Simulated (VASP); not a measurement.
# Si (Fd-3m) in VASP: further runs

Runs on Si. Level: PBEsol. Tasks: relaxation of cell and atoms, single point.

Program: VASP 6.6.1. These are calculated values, not measurements. Logs are shortened: lines on timing, memory, paths and dates and some standing lists are left out, and cuts for length are marked.

## 1. The cell of the first run

It takes space group Fd-3m (No. 227, cubic). Conventional cell: a = 5.434 Å, b = 5.434 Å, c = 5.434 Å, α = 90.00°, β = 90.00°, γ = 90.00°. Within 3.1 Å of Si (site symmetry -43m) lie 4 Si at 2.35 Å.

## 2. Relaxation of cell and atoms, PBEsol

Contents of INCAR:

```
SYSTEM = Si
ALGO = Normal
EDIFF = 1E-7
EDIFFG = -0.005
ENCUT = 600
GGA = PS
IBRION = 2
ISIF = 3
ISMEAR = 0
LASPH = .True.
LCHARG = .False.
LREAL = .False.
LWAVE = .False.
NELM = 80
NSW = 100
PREC = Accurate
SIGMA = 0.02
```

Contents of KPOINTS:

```
k-points
0
Gamma
  12 12 12
  0 0 0
```

Contents of POSCAR:

```
Si
1.0
    0.0000000000      2.7169171382      2.7169171382
    2.7169171382      0.0000000000      2.7169171382
    2.7169171382      2.7169171382      0.0000000000
Si
2
Direct
    0.7500000000      0.7500000000      0.7500000000
    0.5000000000      0.5000000000      0.5000000000
```

Potentials or basis: VASP PAW PBE potentials, release 64 (Si).

Launch:

```
cat potpaw_PBE.64/Si/POTCAR > POTCAR
mpirun -np 1 vasp_std > vasp.out
```

OUTCAR:

```text
SYSTEM = Si
   EDIFF = 1E-7
   EDIFFG = -0.005
   ENCUT = 600
   GGA = PS
   IBRION = 2
   ISIF = 3
   ISMEAR = 0
   LASPH = .True.
   LREAL = .False.
   NELM = 80
   NSW = 100
   PREC = Accurate

 ion  position               nearest neighbor table
   1  0.750  0.750  0.750-   2 2.35   2 2.35   2 2.35   2 2.35
   2  0.500  0.500  0.500-   1 2.35   1 2.35   1 2.35   1 2.35

  LATTYP: Found a face centered cubic cell.
 ALAT       =     5.4338342764

  Lattice vectors:

 A1 = (   0.0000000000,   2.7169171382,   2.7169171382)
 A2 = (   2.7169171382,   0.0000000000,   2.7169171382)
 A3 = (   2.7169171382,   2.7169171382,   0.0000000000)

Analysis of symmetry for initial positions (statically):
=====================================================================
 Subroutine PRICEL returns:
 Original cell was already a primitive cell.

 Routine SETGRP: Setting up the symmetry group for a
 face centered cubic supercell.

 Subroutine GETGRP returns: Found 48 space group operations
 (whereof 24 operations were pure point group operations)
 out of a pool of 48 trial point group operations.

The static configuration has the point symmetry T_d .
 The point group associated with its full space group is O_h .

Analysis of symmetry for dynamics (positions and initial velocities):
=====================================================================
 Subroutine PRICEL returns:
 Original cell was already a primitive cell.

 Routine SETGRP: Setting up the symmetry group for a
 face centered cubic supercell.

 Subroutine GETGRP returns: Found 48 space group operations
 (whereof 24 operations were pure point group operations)
 out of a pool of 48 trial point group operations.

The dynamic configuration has the point symmetry T_d .
 The point group associated with its full space group is O_h .

 Subroutine INISYM returns: Found 48 space group operations
 (whereof 24 operations are pure point group operations),
 and found     1 'primitive' translations

----------------------------------------------------------------------------------------

                                     Primitive cell

  volume of cell :      40.1106

  direct lattice vectors                    reciprocal lattice vectors
     0.000000000  2.716917138  2.716917138    -0.184032112  0.184032112  0.184032112
     2.716917138  0.000000000  2.716917138     0.184032112 -0.184032112  0.184032112
     2.716917138  2.716917138  0.000000000     0.184032112  0.184032112 -0.184032112

  length of vectors
[... 94 lines left out ...]
   NUPDOWN=      -1.0000    fix difference up-down
   EMIN   =  10.00;   EMAX   =-10.00  energy-range for DOS
   EFERMI =   0.00;   METHOD = LEGACY
   ISMEAR =     0;   SIGMA  =   0.02  broadening in eV -4-tet -1-fermi 0-gaus
   EFERMI_NEDOS =   21; number of points for ismear=-14 and -15
   IALGO  =     38    algorithm
   IMIX   =      4    mixing-type and parameters
     AMIX     =   0.40;   BMIX     =  1.00
     AMIX_MAG =   1.60;   BMIX_MAG =  1.00
  volume/ion in A,a.u.               =      20.06       135.34
  Fermi-wavevector in a.u.,A,eV,Ry     =   0.956500  1.807523 12.447872  0.914893
  Thomas-Fermi vector in A             =   2.085434
   LORBIT       =      0    0 simple, 1 ext, 2 COOP (PROOUT), +10 PAW based schemes
   GGA     = PS    functional components
   LHFCALC =     F    Hartree Fock is set to
   AEXX    =    0.0000 exact exchange contribution
   IVDW    =     0    specifies the selected vdW correction
   LEPSILON=     F    determine dielectric tensor
   LRPA    =     F    only Hartree local field effects (RPA)
 conjugate gradient relaxation of ions
 non-spin polarized calculation
 Gauss-broadening in eV      SIGMA  =   0.02
  energy-cutoff  :      600.00
  volume of cell :       40.11
 maximum number of plane-waves:      1363
   NGX = 15   NGY = 15   NGZ = 15

--------------------------------------- Ionic step        1  -------------------------------------------

 number of electron       7.9999999 magnetization

 Free energy of the ion-electron system (eV)
  ---------------------------------------------------
  ext. energy  EPLUGINS =         0.00000000
  ---------------------------------------------------
  free energy    TOTEN  =       -11.49319910 eV

  energy without entropy =      -11.49319910  energy(sigma->0) =      -11.49319910

------------------------ aborting loop because EDIFF is reached ----------------------------------------

  FORCE on cell =-STRESS in cart. coord.  units (eV):
  Direction    XX          YY          ZZ          XY          YZ          ZX
  --------------------------------------------------------------------------------------
  -------------------------------------------------------------------------------------
  Total        0.0252728      0.0252728      0.0252728     -0.0000000      0.0000000      0.0000000
  in kB        1.0094973      1.0094973      1.0094973     -0.0000000      0.0000000      0.0000000
  external PRESSURE =       1.0094973 kB  Pullay stress =       0.0000000 kB
[... 59 lines left out ...]
--------------------------------------- Ionic step        3  -------------------------------------------

 number of electron       7.9999999 magnetization

 Free energy of the ion-electron system (eV)
  ---------------------------------------------------
  ext. energy  EPLUGINS =         0.00000000
  ---------------------------------------------------
  free energy    TOTEN  =       -11.49321169 eV

  energy without entropy =      -11.49321169  energy(sigma->0) =      -11.49321169

 E-fermi :   5.8510     XC(G=0):  -9.5430

 val. band max:        5.7618602149   @ k =   0.0000   0.0000   0.0000
 cond. band min:       6.2233922268   @ k =   0.4167   0.4167   0.0000
 fundamental gap:      0.4615320119
 Fermi energy:         5.8509852679

 k-point     1 :       0.0000    0.0000    0.0000
  band No.  band energies     occupation
      1      -6.2093      2.00000
      2       5.7619      2.00000
      3       5.7619      2.00000
      4       5.7619      2.00000
      5       8.2782      0.00000
      6       8.2782      0.00000
      7       8.2782      0.00000
      8       9.0547      0.00000
[... 243 lines left out ...]
 k-point    24 :      -0.4167    0.1667    0.0000
  band No.  band energies     occupation
      1      -3.5933      2.00000
      2      -1.0284      2.00000
      3       2.7436      2.00000
      4       4.1623      2.00000
      5       7.8609      0.00000
      6       9.7536      0.00000
      7      10.0966      0.00000
      8      13.6450      0.00000

 [... further k-points ...]
[... 5 lines left out ...]
  --------------------------------------------------------------------------------------
  -------------------------------------------------------------------------------------
  Total        0.0009663      0.0009663      0.0009663      0.0000000      0.0000000     -0.0000000
  in kB        0.0385592      0.0385592      0.0385592      0.0000000      0.0000000     -0.0000000
  external PRESSURE =       0.0385592 kB  Pullay stress =       0.0000000 kB
[... 17 lines left out ...]
  FREE ENERGIE OF THE ION-ELECTRON SYSTEM (eV)
  ---------------------------------------------------
  free  energy   TOTEN  =       -11.4932116917 eV

  energy  without entropy=      -11.4932116917  energy(sigma->0) =      -11.49321169

 reached required accuracy - stopping structural energy minimisation
```

Run time: 23 s. Hardware: 1 thread of Intel Xeon Platinum 8488C (Sapphire Rapids), shared host; peak memory 0.18 GiB.

Results:

| Property | Result |
| --- | --- |
| Free energy | -11.4932 eV |
| Relaxed volume | 20.08 Å³/atom |
| Relaxed cell | a = 3.844 Å, b = 3.844 Å, c = 3.844 Å, α = 60.00°, β = 60.00°, γ = 60.00° |
| Space group after relaxing (to 0.05 Å) | Fd-3m (No. 227) |
| Energy gained by relaxing | 0.0 meV/atom |
| Ionic steps | 3 |
| Pressure after relaxing | 0.0 GPa |
| Band gap on the k mesh | 0.46 eV, indirect (least direct gap 2.52 eV) |

Final structure:
```yaml
crystal:
  lattice:
    - [0.00000, 2.71785, 2.71785]
    - [2.71785, 0.00000, 2.71785]
    - [2.71785, 2.71785, 0.00000]
  atoms:
    - { symbol: Si, position: [0.75000, 0.75000, 0.75000] }
    - { symbol: Si, position: [0.50000, 0.50000, 0.50000] }
```

Caveat: the PAW data sets were made with another functional, which shifts forces and pressure a little.

## 3. Single point, PBEsol

This run uses another cell than the first one, of 20.16 Å³/atom, 1.005 times its volume.

Contents of INCAR:

```
PREC = Accurate
ENCUT = 500
EDIFF = 1E-6
ISMEAR = 0
SIGMA = 0.1
LREAL = False
LASPH = True
NELM = 120
ALGO = Normal
ISIF = 2
LWAVE = False
LCHARG = False
GGA = PS
NBANDS = 11
GGA_COMPAT = False
```

Contents of KPOINTS:

```
regular mesh
0
Gamma
  6 6 6
```

Contents of POSCAR:

```
Si
1.0
    0.0000000000      2.7218511900      2.7218511900
    2.7218511900      0.0000000000      2.7218511900
    2.7218511900      2.7218511900      0.0000000000
Si
2
Direct
    0.7500000000      0.7500000000      0.7500000000
    0.5000000000      0.5000000000      0.5000000000
```

Potentials or basis: VASP PAW PBE potentials, release 64 (Si).

Launch:

```
cat potpaw_PBE.64/Si/POTCAR > POTCAR
mpirun -np 1 vasp_std > vasp.out
```

It used 8.4 s of CPU time on 1 thread of AMD EPYC 7R13 Processor (Zen 3), with other jobs on the host.

Results (log left out):

- Free energy: -11.4675 eV
- Pressure: -0.3 GPa
- Band gap on the k mesh: 0.60 eV, indirect (least direct gap 2.51 eV)

Levels at points of the mesh, in eV from the valence-band top:
| k point | band 1 | band 2 | band 3 | band 4 | band 5 | band 6 | band 7 | band 8 |
| --- | --- | --- | --- | --- | --- | --- | --- | --- |
| (0.00, 0.00, 0.00) | -11.94 | 0.00 | 0.00 | 0.00 | 2.51 | 2.51 | 2.51 | 3.24 |
| (0.50, 0.00, 0.00) | -9.61 | -6.98 | -1.20 | -1.20 | 1.44 | 3.27 | 3.27 | 7.50 |
| (0.50, 0.50, 0.00) | -7.81 | -7.81 | -2.86 | -2.86 | 0.60 | 0.60 | 10.00 | 10.00 |

Caveat: the PAW data sets were made with another functional, which shifts forces and pressure a little. A k mesh can miss the band edges.

## 4. Single point, PBEsol

Contents of INCAR:

```
ALGO     = Normal         # electronic algorithm
EDIFF    = 1E-6           # SCF threshold, eV
ENCUT    = 500            # plane-wave cutoff, eV
GGA      = PS             # functional
GGA_COMPAT= False        
ISIF     = 2              # what is computed and relaxed
ISMEAR   = 0              # smearing method
LASPH    = True           # aspherical terms in the spheres
LCHARG   = True           # write CHGCAR
LELF     = True           # ELF
LREAL    = False          # projectors in reciprocal space
LVHAR    = True         
LWAVE    = False          # write WAVECAR
NBANDS   = 11             # bands
NELM     = 120            # most SCF steps
PREC     = Accurate       # precision mode
SIGMA    = 0.02           # smearing width, eV
```

Contents of KPOINTS:

```
k-points
0
Gamma
  8 8 8
```

Contents of POSCAR:

```
Si
1.0
    0.0000000000      2.7169171382      2.7169171382
    2.7169171382      0.0000000000      2.7169171382
    2.7169171382      2.7169171382      0.0000000000
Si
2
Direct
    0.7500000000      0.7500000000      0.7500000000
    0.5000000000      0.5000000000      0.5000000000
```

Launch:

```
cat potpaw_PBE.64/Si/POTCAR > POTCAR
mpirun -np 1 vasp_std > vasp.out
```

It used 17 s of CPU time on 1 thread of AMD EPYC 7R13 Processor (Zen 3), on a shared host.

Results (log left out):

* Free energy: -11.4892 eV
* Pressure: 0.1 GPa
* Band gap on the k mesh: 0.51 eV, indirect (least direct gap 2.52 eV)

Levels at points of the mesh, in eV from the valence-band top:
```csv
k point,band 1,band 2,band 3,band 4,band 5,band 6,band 7,band 8
"(0.00, 0.00, 0.00)",-11.98,0.00,0.00,0.00,2.52,2.52,2.52,3.30
"(0.50, 0.00, 0.00)",-9.63,-7.01,-1.20,-1.20,1.46,3.27,3.27,7.51
"(0.50, 0.50, 0.00)",-7.82,-7.82,-2.87,-2.87,0.59,0.59,10.05,10.05
```

Caveat: the PAW data sets were made with another functional, which shifts forces and pressure a little. A hybrid or GW would open this gap; PBEsol tends to underestimate it.

## 5. The runs side by side

| task | cell | k mesh | cutoff (eV) | smearing | gap on the mesh (eV) | pressure (GPa) |
| --- | --- | --- | --- | --- | --- | --- |
| relaxation of cell and atoms | relaxed from a = 3.842 Å, angles 60.0°, 2 atoms | 12 × 12 × 12 | 600 | gaussian 0.02 eV | 0.46 | 0.0 |
| single point | a = 3.849 Å, angles 60.0°, 2 atoms | 6 × 6 × 6 | 500 | gaussian 0.1 eV | 0.60 | -0.3 |
| single point | a = 3.842 Å, angles 60.0°, 2 atoms | 8 × 8 × 8 | 500 | gaussian 0.02 eV | 0.51 | 0.1 |

Alike in all rows: level PBEsol; potentials or basis VASP PAW PBE potentials, release 64 (Si); no spin polarisation.

Caveats: the PAW data sets were made with another functional, which shifts forces and pressure a little.

Total energies depend on the potentials used, so only differences within one code and one set of settings carry meaning.
